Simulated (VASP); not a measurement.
A run of VASP 6.6.1 is set up as follows.

The input POSCAR:

```
Fe2O3
1.0
    2.3865028478      1.3778480616      4.4345385428
   -2.3865028478      1.3778480616      4.4345385428
    0.0000000000     -2.7556961232      4.4345385428
Fe O
4 6
Direct
    0.3454541925      0.3454541925      0.3454541925
    0.1545458075      0.1545458075      0.1545458075
    0.6545458075      0.6545458075      0.6545458075
    0.8454541925      0.8454541925      0.8454541925
    0.5632180986      0.9367819014      0.2500000000
    0.2500000000      0.5632180986      0.9367819014
    0.9367819014      0.2500000000      0.5632180986
    0.4367819014      0.0632180986      0.7500000000
    0.7500000000      0.4367819014      0.0632180986
    0.0632180986      0.7500000000      0.4367819014
```

File INCAR.step1:

```
SYSTEM = Fe2O3
ALGO = Normal
EDIFF = 1E-6
ENCUT = 520
GGA = PE
ISIF = 2
ISMEAR = 0
ISPIN = 2
LASPH = .TRUE.
LCHARG = .TRUE.
LMAXMIX = 4
LREAL = .FALSE.
LWAVE = .FALSE.
MAGMOM = 0.95 0.95 0.95 0.95 0 0 0 0 0 0
NBANDS = 49
NELM = 150
PREC = Accurate
SIGMA = 0.05
```

KPOINTS.step1

```
k-points
0
G
  6 6 6
  0 0 0
```

The input INCAR.step2:

```
SYSTEM = Fe2O3
ALGO = Normal
EDIFF = 1E-6
ENCUT = 520
GGA = PE
ICHARG = 11
ISIF = 2
ISMEAR = -5
ISPIN = 2
LASPH = .TRUE.
LCHARG = .FALSE.
LMAXMIX = 4
LORBIT = 10
LREAL = .FALSE.
LWAVE = .FALSE.
MAGMOM = 0.95 0.95 0.95 0.95 0 0 0 0 0 0
NBANDS = 49
NEDOS = 1001
NELM = 150
PREC = Accurate
SIGMA = 0.05
```

The input KPOINTS.step2:

```
k-points
0
G
  9 9 9
  0 0 0
```

Potentials or basis: VASP PAW PBE potentials, release 64 (Fe, O).

Command:

```bash
$ cat potpaw_PBE.64/Fe/POTCAR potpaw_PBE.64/O/POTCAR > POTCAR
$ cp INCAR.step1 INCAR
$ cp KPOINTS.step1 KPOINTS
$ mpirun -np 1 vasp_std > vasp.out
$ cp INCAR.step2 INCAR
$ cp KPOINTS.step2 KPOINTS
$ mpirun -np 1 vasp_std > vasp.out
```

Task: What does it give for the site moments?

Result: Fe +0.94; O +0.03 μB.

Task: What does it give for the net moment?

Result: 4.00 μB per cell.
